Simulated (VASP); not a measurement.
H: relaxation of cell and atoms with PBEsol+D3(BJ)

The system is H.

```
CELL_PARAMETERS angstrom
2.64964 0.00000 0.00000
0.00000 2.64964 0.00000
0.00000 0.00000 0.98049
ATOMIC_POSITIONS crystal
H 0.00000 0.00000 0.50000
```

```json
{"Program": "VASP 6.6.1", "Task": "relaxation of cell and atoms", "Functional": "PBEsol", "Dispersion": "D3(BJ)", "Potentials or basis": "VASP PAW PBE potentials, release 64 (H)", "Cutoff": "600 eV", "k mesh": "10 × 10 × 26", "Occupations": "fermi-dirac, width 0.05 eV", "Spin": "no spin polarisation", "Dipole correction": "no", "Further INCAR settings": "ALGO = Normal; EDIFF = 1e-06; IBRION = 2; EDIFFG = -0.01; NSW = 60; ISIF = 3"}
```

| Property | Result |
| --- | --- |
| Relaxed volume | 7.43 Å³/atom |
| Relaxed cell | a = 2.741 Å, b = 2.741 Å, c = 0.989 Å, α = 90.00°, β = 90.00°, γ = 90.00° |
| Space group after relaxing (to 0.1 Å) | P4/mmm (No. 123) |
| Energy gained by relaxing | 1.7 meV/atom |
| Ionic steps | 8 |
| Pressure after relaxing | 0.1 GPa |
| Band gap on the k mesh | zero (an odd number of electrons rules out a gap without spin polarisation) |
| Dispersion energy per atom | -0.039 eV |

Stress tensor (GPa, compression positive):
```
0.11 0.00 0.00
0.00 0.11 0.00
0.00 0.00 0.02
```

Step by step:
```tsv
step	energy change (eV)	largest force (eV/Å)	pressure (GPa)	volume (Å³)
1	0.0000	0.0000	1.47	6.88
2	-0.0006	0.0000	0.60	6.95
3	-0.0007	0.0000	0.34	6.97
4	-0.0007	0.0000	0.33	6.97
5	-0.0007	0.0000	0.32	6.99
6	-0.0010	0.0000	0.28	7.06
7	-0.0013	0.0000	0.21	7.18
8	-0.0017	0.0000	0.08	7.43
```

Final structure:
```
CELL_PARAMETERS angstrom
2.74113 0.00000 0.00000
0.00000 2.74113 0.00000
0.00000 0.00000 0.98946
ATOMIC_POSITIONS crystal
H 0.00000 0.00000 0.50000
```

Levels at points of the mesh, in eV from the Fermi level:
```tsv
k point	band 1	band 2	band 3
(0.00, 0.00, 0.00)	-10.68	9.03	14.61
(0.50, 0.00, 0.00)	-9.41	2.57	15.29
(0.50, 0.50, 0.00)	-8.39	6.09	6.09
(0.00, 0.00, 0.50)	23.76	31.03	45.53
(0.50, 0.00, 0.50)	24.51	33.10	40.83
(0.50, 0.50, 0.50)	25.11	34.81	44.28
```

Wall time 36 s on 1 thread of Intel Xeon 8259CL, with other jobs on the host, peak memory 0.13 GiB.

Caveat: the PAW data sets were made with another functional, which shifts forces and pressure a little.
